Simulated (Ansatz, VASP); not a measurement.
# Si2Sn3 in VASP and in Ansatz

File INCAR:

```
PREC = Accurate
ENCUT = 600
EDIFF = 1E-6
ISMEAR = 0
SIGMA = 0.1
LREAL = F
LASPH = T
NELM = 80
ALGO = Fast
ISIF = 3
LWAVE = F
LCHARG = F
GGA = PE
IBRION = 2
NSW = 90
EDIFFG = -0.04
```

KPOINTS

```
Automatic mesh
0
Gamma
  6 6 1
```

The input POSCAR:

```
Si2Sn3
1.0
    3.0391030300      0.0000000000      0.0000000000
   -1.5195515200      2.6319404300      0.0000000000
    0.0000000000      0.0000000000     28.6561981000
Si Sn
4 6
Direct
    0.3333333300      0.6666666700      0.9000000000
    0.3333333300      0.6666666700      0.1000000000
    0.3333333300      0.6666666700      0.5000000000
    0.6666666700      0.3333333300      0.0000000000
    0.3333333300      0.6666666700      0.7000000000
    0.3333333300      0.6666666700      0.3000000000
    0.6666666700      0.3333333300      0.8000000000
    0.6666666700      0.3333333300      0.2000000000
    0.6666666700      0.3333333300      0.4000000000
    0.6666666700      0.3333333300      0.6000000000
```

Input for Ansatz:

```yaml
crystal:
  lattice:
    - [3.03910303, 0.0, 0.0]
    - [-1.51955152, 2.63194043, 0.0]
    - [0.0, 0.0, 28.6561981]
  atoms:
    - { symbol: Si, position: [0.33333333, 0.66666667, 0.9] }
    - { symbol: Si, position: [0.33333333, 0.66666667, 0.1] }
    - { symbol: Si, position: [0.33333333, 0.66666667, 0.5] }
    - { symbol: Si, position: [0.66666667, 0.33333333, 0.0] }
    - { symbol: Sn, position: [0.33333333, 0.66666667, 0.7] }
    - { symbol: Sn, position: [0.33333333, 0.66666667, 0.3] }
    - { symbol: Sn, position: [0.66666667, 0.33333333, 0.8] }
    - { symbol: Sn, position: [0.66666667, 0.33333333, 0.2] }
    - { symbol: Sn, position: [0.66666667, 0.33333333, 0.4] }
    - { symbol: Sn, position: [0.66666667, 0.33333333, 0.6] }
basis:
  ecutwfc: 420
kpoints:
  mp_grid: { grid: [6, 6, 1] }
hamiltonian:
  xc: pbe
scf:
  occupations: { method: gaussian, width: 0.1 }
  lower_state_search: "off"
output:
  forces: true
  stress: true
  eigenvalues: true
relax:
  adjacent_minimum: "off"
  f_tol: 0.04
  max_steps: 70
  cell: { stress_tol: 0.4 }
```

Alike in both runs: task relaxation of cell and atoms; functional PBE; k mesh 6 × 6 × 1; occupations gaussian, width 0.1 eV; no spin polarisation.

|  | VASP | Ansatz |
| --- | --- | --- |
| version | VASP 6.6.1 | Ansatz 0.2.0 |
| potentials or method | VASP PAW PBE potentials, release 64 (Si, Sn_d), cutoff 600 eV | scalar-relativistic, plane waves, PAW |
| valence electrons in the cell | 100 | 100 |

```csv
,VASP,Ansatz,Ansatz less VASP
"gap on the k mesh at the Fermi level, each at its own relaxed structure (eV)",none,none,-
relaxed volume (Å³/atom),23.66,23.53,-0.132
relaxed length of the cell vector where the two differ most in proportion (Å),3.463,3.449,-0.0146
```

A gap of «none» marks a metal or a gap that the smearing closes.

The k mesh is coarse, so the values compare programs but aren't converged.
